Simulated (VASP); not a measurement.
Write the native input for VASP 6.6.1 that does the following.

```
Task                   : single point
Functional             : LDA
Potentials or basis    : VASP PAW LDA potentials, release 64 (Hf_pv, H)
Cutoff                 : 520 eV
k mesh                 : 15 × 15 × 15
Occupations            : fermi-dirac, width 0.03 eV
Spin                   : no spin polarisation
Dipole correction      : no
Further INCAR settings : ALGO = Normal; EDIFF = 1e-07; NBANDS = 13
```

The structure of HfH2 lies in POSCAR:

```
HfH2
1.0
   -1.7646497024      1.7646497024      2.1868652827
    1.7646497024     -1.7646497024      2.1868652827
    1.7646497024      1.7646497024     -2.1868652827
Hf H
1 2
Direct
    0.0000000000      0.0000000000      0.0000000000
    0.2500000000      0.7500000000      0.5000000000
    0.7500000000      0.2500000000      0.5000000000
```

This cell differs from its parent crystal: volume scaled by 1.06.

These files were run (other wordings do the same):

INCAR

```
  ALGO = Normal
  EDIFF = 1E-7
  ENCUT = 520
  ISIF = 2
  ISMEAR = -1
  LASPH = True
  LCHARG = False
  LREAL = False
  LWAVE = False
  NBANDS = 13
  NELM = 60
  PREC = Accurate
  SIGMA = 0.03
```

KPOINTS

```
k-points
0
Gamma
  15 15 15
```

Potentials or basis: VASP PAW LDA potentials, release 64 (Hf_pv, H).

Command:

```sh
$ cat potpaw_LDA.64/Hf_pv/POTCAR potpaw_LDA.64/H/POTCAR > POTCAR
$ mpirun -np 1 vasp_std > vasp.out
```

It gave:

```yaml
Pressure: -12.6 GPa
Band_gap_on_the_k_mesh: zero (band 6 reaches 5.40 eV, above the bottom of band 7 at 4.51 eV)
```

Caveat: spin-orbit coupling is left out, which moves the levels of the heavy elements.

Run time: 2.2 min on 1 thread of Intel(R) Xeon(R) Platinum 8375C CPU @ 2.90GHz (Ice Lake) (shared host), peak memory 0.23 GiB.
